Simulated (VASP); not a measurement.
# Nb in VASP: further runs

Nb is run at these levels: PBE, PBEsol; tasks: single point.

All numbers are computed with VASP 6.6.1; they aren't measurements. Logs are shortened: lines on timing, memory, paths and dates and some standing lists are left out, and cuts for length are marked.

### 1 The cell of the first run

Symmetry: Im-3m, No. 229, cubic system. The conventional cell has a = 3.328 Å, b = 3.328 Å, c = 3.328 Å, α = 90.00°, β = 90.00°, γ = 90.00°. Within 3.8 Å of Nb (site symmetry m-3m) lie 14 Nb at 2.88 to 3.33 Å.

### 2 Single point, PBE

The input, INCAR:

```
ALGO     = Normal         # electronic algorithm
EDIFF    = 1E-6           # SCF threshold, eV
ENCUT    = 500            # plane-wave cutoff, eV
GGA      = PE             # functional
GGA_COMPAT= False        
ISIF     = 2              # what is computed and relaxed
ISMEAR   = -1             # smearing method
LASPH    = True           # aspherical terms in the spheres
LCHARG   = False          # write CHGCAR
LREAL    = False          # projectors in reciprocal space
LWAVE    = False          # write WAVECAR
NBANDS   = 12             # bands
NELM     = 120            # most SCF steps
PREC     = Accurate       # precision mode
SIGMA    = 0.05           # smearing width, eV
```

The input, KPOINTS:

```
k-points
0
Gamma
  13 13 13
```

The input, POSCAR:

```
Nb
1.0
   -1.6639500000      1.6639500000      1.6639500000
    1.6639500000     -1.6639500000      1.6639500000
    1.6639500000      1.6639500000     -1.6639500000
Nb
1
Direct
    0.0000000000      0.0000000000      0.0000000000
```

Potentials or basis: VASP PAW PBE potentials, release 64 (Nb_sv).

Run with:

```
> cat potpaw_PBE.64/Nb_sv/POTCAR > POTCAR
> mpirun -np 1 vasp_std > vasp.out
```

OUTCAR:

```text
EDIFF = 1E-6
   ENCUT = 500
   GGA = PE
   ISIF = 2
   ISMEAR = -1
   LASPH = True
   LREAL = False
   NELM = 120
   PREC = Accurate

 ion  position               nearest neighbor table
   1  0.000  0.000  0.000-

  LATTYP: Found a body centered cubic cell.
 ALAT       =     3.3279000000

  Lattice vectors:

 A1 = (  -1.6639500000,   1.6639500000,   1.6639500000)
 A2 = (   1.6639500000,  -1.6639500000,   1.6639500000)
 A3 = (   1.6639500000,   1.6639500000,  -1.6639500000)

Analysis of symmetry for initial positions (statically):
=====================================================================
 Subroutine PRICEL returns:
 Original cell was already a primitive cell.

 Routine SETGRP: Setting up the symmetry group for a
 body centered cubic supercell.

 Subroutine GETGRP returns: Found 48 space group operations
 (whereof 48 operations were pure point group operations)
 out of a pool of 48 trial point group operations.

The static configuration has the point symmetry O_h .

Analysis of symmetry for dynamics (positions and initial velocities):
=====================================================================
 Subroutine PRICEL returns:
 Original cell was already a primitive cell.

 Routine SETGRP: Setting up the symmetry group for a
 body centered cubic supercell.

 Subroutine GETGRP returns: Found 48 space group operations
 (whereof 48 operations were pure point group operations)
 out of a pool of 48 trial point group operations.

The dynamic configuration has the point symmetry O_h .

 Subroutine INISYM returns: Found 48 space group operations
 (whereof 48 operations are pure point group operations),
 and found     1 'primitive' translations

----------------------------------------------------------------------------------------

                                     Primitive cell

  volume of cell :      18.4281

  direct lattice vectors                    reciprocal lattice vectors
    -1.663950000  1.663950000  1.663950000     0.000000000  0.300489798  0.300489798
     1.663950000 -1.663950000  1.663950000     0.300489798  0.000000000  0.300489798
     1.663950000  1.663950000 -1.663950000     0.300489798  0.300489798  0.000000000

  length of vectors
     2.882045941  2.882045941  2.882045941     0.424956748  0.424956748  0.424956748

  position of ions in fractional coordinates (direct lattice)
     0.000000000  0.000000000  0.000000000

  ion indices of the primitive-cell ions
   primitive index   ion index
                 1           1

----------------------------------------------------------------------------------------

 KPOINTS: k-points

Automatic generation of k-mesh.
 Grid dimensions read from file:
 generate k-points for:   13   13   13

 Generating k-lattice:

  Cartesian coordinates                     Fractional coordinates (reciprocal lattice)
     0.000000000  0.023114600  0.023114600     0.076923077  0.000000000  0.000000000
     0.023114600  0.000000000  0.023114600     0.000000000  0.076923077  0.000000000
     0.023114600  0.023114600  0.000000000     0.000000000  0.000000000  0.076923077

  Length of vectors
     0.032688981  0.032688981  0.032688981

  Shift w.r.t. Gamma in fractional coordinates (k-lattice)
     0.000000000  0.000000000  0.000000000

 Subroutine IBZKPT returns following result:
 ===========================================

 Found     84 irreducible k-points:

 Following reciprocal coordinates:
            Coordinates               Weight
  0.000000  0.000000  0.000000      1.000000
  0.076923  0.000000  0.000000     12.000000
  0.153846  0.000000  0.000000     12.000000
  0.230769  0.000000  0.000000     12.000000
  0.307692  0.000000  0.000000     12.000000
  0.384615  0.000000  0.000000     12.000000
[... 16 lines left out ...]
  0.153846  0.076923  0.076923     24.000000
  0.230769  0.076923  0.076923     24.000000
 [... further k-points ...]
   k-points           NKPTS =     84   k-points in BZ     NKDIM =     84   number of bands    NBANDS=     12
   number of dos      NEDOS =    301   number of ions     NIONS =      1
   total plane-waves  NPLWV =  13824
   dimension x,y,z NGX =    24 NGY =   24 NGZ =   24
   dimension x,y,z NGXF=    48 NGYF=   48 NGZF=   48
   ions per type =               1
   NGX,Y,Z   is equivalent  to a cutoff of  13.84, 13.84, 13.84 a.u.
   NGXF,Y,Z  is equivalent  to a cutoff of  27.69, 27.69, 27.69 a.u.
 SYSTEM =  unknown system
   PREC   = accura    normal or accurate (medium, high low for compatibility)
   ISTART =      0    job   : 0-new  1-cont  2-samecut
   ICHARG =      2    charge: 1-file 2-atom 10-const
   ISPIN  =      1    spin polarized calculation?
   LNONCOLLINEAR =      F non collinear calculations
   LSORBIT =      F    spin-orbit coupling
   LASPH  =      T    aspherical Exc in radial PAW
   ENCUT  =  500.0 eV  36.75 Ry    6.06 a.u.   5.25  5.25  5.25*2*pi/ulx,y,z
   NELM   =    120;   NELMIN=  2; NELMDL= -5     # of ELM steps
   EDIFF  = 0.1E-05   stopping-criterion for ELM
   LREAL  =      F    real-space projection
   EDIFFG = 0.1E-04   stopping-criterion for IOM
   NSW    =      0    number of steps for IOM
   IBRION =     -1    ionic relax: 0-MD 1-quasi-New 2-CG
   NFREE  =      0    steps in history (QN), initial steepest desc. (CG)
   ISIF   =      2    stress and relaxation
   ISYM   =      2    0-nonsym 1-usesym 2-fastsym
   POTIM  = 0.5000    time-step for ionic-motion
   TEBEG  =    0.0;   TEEND  =   0.0 temperature during run
   PSTRESS=    0.0 pullay stress
   NELECT =      13.0000    total number of electrons
   NUPDOWN=      -1.0000    fix difference up-down
   EMIN   =  10.00;   EMAX   =-10.00  energy-range for DOS
   EFERMI =   0.00;   METHOD = LEGACY
   ISMEAR =    -1;   SIGMA  =   0.05  broadening in eV -4-tet -1-fermi 0-gaus
   EFERMI_NEDOS =   21; number of points for ismear=-14 and -15
   IALGO  =     38    algorithm
   IMIX   =      4    mixing-type and parameters
     AMIX     =   0.40;   BMIX     =  1.00
     AMIX_MAG =   1.60;   BMIX_MAG =  1.00
  volume/ion in A,a.u.               =      18.43       124.36
  Fermi-wavevector in a.u.,A,eV,Ry     =   1.457345  2.753983 28.896790  2.123854
  Thomas-Fermi vector in A             =   2.574157
   LORBIT       =      0    0 simple, 1 ext, 2 COOP (PROOUT), +10 PAW based schemes
   GGA     = PE    functional components
   LHFCALC =     F    Hartree Fock is set to
   AEXX    =    0.0000 exact exchange contribution
   IVDW    =     0    specifies the selected vdW correction
   LEPSILON=     F    determine dielectric tensor
   LRPA    =     F    only Hartree local field effects (RPA)
 non-spin polarized calculation
  energy-cutoff  :      500.00
  volume of cell :       18.43
 maximum number of plane-waves:       478
 NGX is ok and might be reduce to    24
   NGX = 11   NGY = 11   NGZ = 11

 number of electron      12.9999999 magnetization

 Free energy of the ion-electron system (eV)
  ---------------------------------------------------
  ext. energy  EPLUGINS =         0.00000000
  ---------------------------------------------------
  free energy    TOTEN  =       -10.22332952 eV

  energy without entropy =      -10.21262538  energy(sigma->0) =      -10.21797745

 E-fermi :  10.8751     XC(G=0): -12.3811

 val. band max:       10.8577341320   @ k =   0.3077   0.1538   0.1538
 cond. band min:      10.9057631898   @ k =   0.0769   0.0769   0.0000
 fundamental gap:      0.0480290578
 Fermi energy:        10.8750864038

 k-point     1 :       0.0000    0.0000    0.0000
  band No.  band energies     occupation
      1     -43.5252      2.00000
      2     -18.8705      2.00000
      3     -18.8705      2.00000
      4     -18.8705      2.00000
      5       4.9631      2.00000
      6      11.2413      0.00132
      7      11.2413      0.00132
      8      11.2413      0.00132
      9      14.0755      0.00000
     10      14.0755      0.00000
     11      25.0193      0.00000
     12      25.0193      0.00000

 k-point     2 :       0.0769    0.0000    0.0000
  band No.  band energies     occupation
      1     -43.5126      2.00000
      2     -18.9482      2.00000
      3     -18.8942      2.00000
      4     -18.8711      2.00000
      5       5.2002      2.00000
      6      11.0972      0.02325
      7      11.2043      0.00276
      8      11.4678      0.00001
      9      13.8635      0.00000
     10      14.0771      0.00000
     11      25.2070      0.00000
     12      25.4300      0.00000

 k-point     3 :       0.1538    0.0000    0.0000
  band No.  band energies     occupation
      1     -43.4777      2.00000
      2     -19.1597      2.00000
      3     -18.9594      2.00000
      4     -18.8728      2.00000
      5       5.8499      2.00000
      6      10.7255      1.90442
      7      11.0308      0.08505
      8      12.1306      0.00000
      9      13.5407      0.00000
     10      14.1015      0.00000
     11      25.5426      0.00000
     12      26.5901      0.00000
[... 286 lines left out ...]
 k-point    23 :       0.1538    0.0769    0.0769
  band No.  band energies     occupation
      1     -43.4121      2.00000
      2     -19.5431      2.00000
      3     -19.0230      2.00000
      4     -18.9336      2.00000
      5       7.0958      2.00000
      6      10.0891      2.00000
      7      10.2402      1.99999
      8      13.7418      0.00000
      9      14.0791      0.00000
     10      14.1360      0.00000
     11      25.8991      0.00000
     12      26.5852      0.00000

 k-point    24 :       0.2308    0.0769    0.0769
  band No.  band energies     occupation
      1     -43.3638      2.00000
      2     -19.7733      2.00000
      3     -19.1450      2.00000
      4     -18.9420      2.00000
      5       7.7444      2.00000
      6       9.6898      2.00000
      7      10.3489      1.99995
      8      13.8911      0.00000
      9      14.3957      0.00000
     10      15.5171      0.00000
     11      24.7362      0.00000
     12      25.3056      0.00000

 [... further k-points ...]

------------------------ aborting loop because EDIFF is reached ----------------------------------------

  FORCE on cell =-STRESS in cart. coord.  units (eV):
  Direction    XX          YY          ZZ          XY          YZ          ZX
  --------------------------------------------------------------------------------------
  -------------------------------------------------------------------------------------
  Total       -0.3971220     -0.3971220     -0.3971220     -0.0000000      0.0000000     -0.0000000
  in kB      -34.5265935    -34.5265935    -34.5265935     -0.0000000      0.0000000     -0.0000000
  external PRESSURE =     -34.5265935 kB  Pullay stress =       0.0000000 kB

 VOLUME and BASIS-vectors are now :
 -----------------------------------------------------------------------------
  energy-cutoff  :      500.00
  volume of cell :       18.43
      direct lattice vectors                 reciprocal lattice vectors
    -1.663950000  1.663950000  1.663950000     0.000000000  0.300489798  0.300489798
     1.663950000 -1.663950000  1.663950000     0.300489798  0.000000000  0.300489798
     1.663950000  1.663950000 -1.663950000     0.300489798  0.300489798  0.000000000

 POSITION                                       TOTAL-FORCE (eV/Angst)
 -----------------------------------------------------------------------------------
      0.00000      0.00000      0.00000        -0.000000      0.000000      0.000000
 -----------------------------------------------------------------------------------
    total drift:                                0.000000      0.000000     -0.000000

  FREE ENERGIE OF THE ION-ELECTRON SYSTEM (eV)
  ---------------------------------------------------
  free  energy   TOTEN  =       -10.2233295200 eV

  energy  without entropy=      -10.2126253826  energy(sigma->0) =      -10.21797745
```

Wall time 6.1 s (1 thread of Intel Xeon 6975P-C (Granite Rapids), shared host); peak memory 0.14 GiB.

Results:

```
Free energy : -10.2233 eV
Pressure    : -3.5 GPa
```

### 3 Single point, PBE

The input, INCAR:

```
SYSTEM = Nb
PREC = Accurate ; ENCUT = 500
EDIFF = 1E-6 ; ISMEAR = -1
SIGMA = 0.05 ; LREAL = .FALSE.
LASPH = .TRUE. ; NELM = 120
ALGO = Normal ; ISIF = 2
LWAVE = .FALSE. ; LCHARG = .FALSE.
GGA = PE ; NBANDS = 12
GGA_COMPAT = .FALSE.
```

The input, KPOINTS:

```
Automatic mesh
0
G
  15 15 15
  0 0 0
```

POSCAR is that of step 2.

Potentials or basis: VASP PAW PBE potentials, release 64 (Nb_sv).

Run with:

```
> cat potpaw_PBE.64/Nb_sv/POTCAR > POTCAR
> mpirun -np 1 vasp_std > vasp.out
```

OUTCAR:

```text
SYSTEM = Nb
   PREC = Accurate
   ENCUT = 500
   EDIFF = 1E-6
   ISMEAR = -1
   LREAL = .FALSE.
   LASPH = .TRUE.
   NELM = 120
   ISIF = 2
   GGA = PE

 ion  position               nearest neighbor table
   1  0.000  0.000  0.000-

  LATTYP: Found a body centered cubic cell.
 ALAT       =     3.3279000000

  Lattice vectors:

 A1 = (  -1.6639500000,   1.6639500000,   1.6639500000)
 A2 = (   1.6639500000,  -1.6639500000,   1.6639500000)
 A3 = (   1.6639500000,   1.6639500000,  -1.6639500000)

Analysis of symmetry for initial positions (statically):
=====================================================================
 Subroutine PRICEL returns:
 Original cell was already a primitive cell.

 Routine SETGRP: Setting up the symmetry group for a
 body centered cubic supercell.

 Subroutine GETGRP returns: Found 48 space group operations
 (whereof 48 operations were pure point group operations)
 out of a pool of 48 trial point group operations.

The static configuration has the point symmetry O_h .

Analysis of symmetry for dynamics (positions and initial velocities):
[... 165 lines left out ...]
  band No.  band energies     occupation
      1     -43.5398      2.00000
      2     -18.8839      2.00000
      3     -18.8839      2.00000
      4     -18.8839      2.00000
      5       4.9606      2.00000
      6      11.2332      0.00147
      7      11.2332      0.00147
      8      11.2332      0.00147
      9      14.0675      0.00000
     10      14.0675      0.00000
     11      25.0185      0.00000
     12      25.0185      0.00000
[... 331 lines left out ...]
 k-point    24 :       0.4000    0.2000    0.0000
  band No.  band energies     occupation
      1     -43.2987      2.00000
      2     -19.9943      2.00000
      3     -19.4686      2.00000
      4     -19.0135      2.00000
      5       8.1913      2.00000
      6       9.4881      2.00000
      7      11.1482      0.00801
      8      13.9443      0.00000
      9      15.0446      0.00000
     10      19.0985      0.00000
     11      21.4658      0.00000
     12      23.5186      0.00000

 [... further k-points ...]

------------------------ aborting loop because EDIFF is reached ----------------------------------------

  FORCE on cell =-STRESS in cart. coord.  units (eV):
  Direction    XX          YY          ZZ          XY          YZ          ZX
  --------------------------------------------------------------------------------------
  -------------------------------------------------------------------------------------
  Total       -0.3225056     -0.3225056     -0.3225056      0.0000000      0.0000000      0.0000000
  in kB      -28.0392878    -28.0392878    -28.0392878      0.0000000      0.0000000      0.0000000
  external PRESSURE =     -28.0392878 kB  Pullay stress =       0.0000000 kB

 VOLUME and BASIS-vectors are now :
 -----------------------------------------------------------------------------
  energy-cutoff  :      500.00
  volume of cell :       18.43
      direct lattice vectors                 reciprocal lattice vectors
    -1.663950000  1.663950000  1.663950000     0.000000000  0.300489798  0.300489798
     1.663950000 -1.663950000  1.663950000     0.300489798  0.000000000  0.300489798
     1.663950000  1.663950000 -1.663950000     0.300489798  0.300489798  0.000000000

 POSITION                                       TOTAL-FORCE (eV/Angst)
 -----------------------------------------------------------------------------------
      0.00000      0.00000      0.00000         0.000000      0.000000      0.000000
 -----------------------------------------------------------------------------------
    total drift:                                0.000000      0.000000     -0.000000

  FREE ENERGIE OF THE ION-ELECTRON SYSTEM (eV)
  ---------------------------------------------------
  free  energy   TOTEN  =       -10.2188265439 eV

  energy  without entropy=      -10.2056105168  energy(sigma->0) =      -10.21221853
```

OSZICAR:

```text
N       E                     dE             d eps       ncg     rms          rms(c)
DAV:   1     0.113188409553E+03    0.11319E+03   -0.70894E+03  2888   0.105E+03
DAV:   2    -0.611195647466E+01   -0.11930E+03   -0.11504E+03  3124   0.380E+02
DAV:   3    -0.103982777541E+02   -0.42863E+01   -0.40702E+01  4140   0.634E+01
DAV:   4    -0.106545213427E+02   -0.25624E+00   -0.25442E+00  4016   0.143E+01
DAV:   5    -0.106635802128E+02   -0.90589E-02   -0.90570E-02  4160   0.230E+00    0.691E+00
DAV:   6    -0.102600034428E+02    0.40358E+00   -0.61348E-01  4604   0.986E+00    0.240E+00
DAV:   7    -0.102135256074E+02    0.46478E-01   -0.18325E-01  4756   0.535E+00    0.964E-01
DAV:   8    -0.102187674331E+02   -0.52418E-02   -0.12333E-02  3440   0.145E+00    0.502E-02
DAV:   9    -0.102188163526E+02   -0.48920E-04   -0.99396E-04  4640   0.314E-01    0.406E-02
DAV:  10    -0.102188331709E+02   -0.16818E-04   -0.25987E-05  3456   0.662E-02    0.128E-02
DAV:  11    -0.102188267808E+02    0.63901E-05   -0.45641E-06  3796   0.355E-02    0.238E-03
DAV:  12    -0.102188265439E+02    0.23698E-06   -0.12947E-07  1948   0.496E-03
   1 F= -.10218827E+02 E0= -.10212219E+02  d E =-.132160E-01
```

stdout:

```text
POSCAR found type information on POSCAR Nb
 POSCAR found :  1 types and       1 ions
 scaLAPACK will be used
 LDA part: xc-table for (Slater+PW92), standard interpolation
 POSCAR, INCAR and KPOINTS ok, starting setup
 FFT: planning ... GRIDC
 FFT: planning ... GRID_SOFT
 FFT: planning ... GRID
 WAVECAR not read
 entering main loop
```

Wall time 8 s (1 thread of Intel Xeon 6975P-C (Granite Rapids), shared host); peak memory 0.15 GiB.

Results:

| Property | Result |
| --- | --- |
| Free energy | -10.2188 eV |
| Pressure | -2.8 GPa |

### 4 Single point, PBEsol

The input, INCAR:

```
PREC = Accurate ; ENCUT = 500
EDIFF = 1E-6 ; ISMEAR = -1
SIGMA = 0.05 ; LREAL = F
LASPH = T ; NELM = 120
ALGO = Normal ; ISIF = 2
LWAVE = F ; LCHARG = F
GGA = PS ; NBANDS = 12
GGA_COMPAT = F
```

The input, KPOINTS:

```
regular mesh
0
Gamma
  11 11 11
```

The input, POSCAR:

```
Nb
1.0
   -1.6982618573      1.6982618573      1.5973920000
    1.6982618573     -1.6982618573      1.5973920000
    1.6982618573      1.6982618573     -1.5973920000
Nb
1
Direct
    0.0000000000      0.0000000000      0.0000000000
```

Run with:

```
> cat potpaw_PBE.64/Nb_sv/POTCAR > POTCAR
> mpirun -np 1 vasp_std > vasp.out
```

Run time: 8.5 s. Hardware: 1 thread of Intel Xeon 6975P-C (Granite Rapids), shared host; peak memory 0.15 GiB.

Results (log left out):

```
Free energy : -10.9161 eV
Pressure    : -8.1 GPa
```

Stress tensor (GPa, compression positive):
```
-9.68  0.00  0.00
 0.00 -9.68  0.00
 0.00  0.00 -4.88
```

Levels at points of the mesh, in eV from the Fermi level:
| k point | band 4 | band 5 | band 6 | band 7 | band 8 | band 9 |
| --- | --- | --- | --- | --- | --- | --- |
| (0.00, 0.00, 0.00) | -29.65 | -5.91 | -0.04 | 0.65 | 0.65 | 2.72 |

Caveat: the PAW data sets were made with another functional, which shifts forces and pressure a little.

### 5 The runs side by side

| level | cell | k mesh | gap on the mesh (eV) | pressure (GPa) |
| --- | --- | --- | --- | --- |
| PBE | a = 2.882 Å, angles 109.5°, 1 atom | 13 × 13 × 13 | none | -3.5 |
| PBE | a = 2.882 Å, angles 109.5°, 1 atom | 15 × 15 × 15 | none | -2.8 |
| PBEsol | a = 2.884 Å, angles 107.9, 107.9, 112.7°, 1 atom | 11 × 11 × 11 | none | -8.1 |

Alike in all rows: task single point; potentials or basis VASP PAW PBE potentials, release 64 (Nb_sv); no spin polarisation; cutoff (eV) 500; smearing fermi-dirac 0.05 eV.

Caveats: the PAW data sets were made with another functional, which shifts forces and pressure a little (some runs).

Absolute energies hang on the potentials; compare differences alone.
